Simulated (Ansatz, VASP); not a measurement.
## One calculation of Mg5ZnS6, two programs

```
Mg Zn S
1.0
     3.68643    0.00000    0.00000
    -1.84322    3.19255    0.00000
     0.00000    0.00000   18.02662
Mg Zn S
5 1 6
Direct
  0.33333 0.66667 0.83226
  0.00000 0.00000 0.00000
  0.66667 0.33333 0.16774
  0.33333 0.66667 0.33535
  0.66667 0.33333 0.66465
  0.00000 0.00000 0.50000
  0.66667 0.33333 0.91613
  0.33333 0.66667 0.08387
  0.00000 0.00000 0.25159
  0.66667 0.33333 0.42003
  0.33333 0.66667 0.57997
  0.00000 0.00000 0.74841
```

Alike in both runs: task single point; functional PBE; k mesh 6 × 6 × 1; occupations gaussian, width 0.1 eV; no spin polarisation.

```csv
,VASP,Ansatz
version,VASP 6.6.1,Ansatz 0.2.0
potentials or method,"VASP PAW PBE potentials, release 64 (Mg, Zn, S), cutoff 600 eV","scalar-relativistic, plane waves, PAW"
valence electrons in the cell,58,98
```

|  | VASP | Ansatz | Ansatz less VASP |
| --- | --- | --- | --- |
| gap on the k mesh at the Fermi level (eV) | 1.85 | 1.86 | +0.012 |
| least direct gap on the mesh (eV) | 2.19 | 2.20 | +0.011 |
| pressure (GPa) | -0.1 | 0.0 | +0.13 |
| rms of the force components (eV/Å) | 0.007 | 0.001 | -0.0060 |

Atom by atom the forces differ by 0.006 eV/Å (rms over components). With one functional, cell and mesh, what is left measures potentials, basis and numerics. VASP's potentials hold 58 valence electrons a cell and Ansatz's 98, so a difference there can come from the potentials and not from the codes.
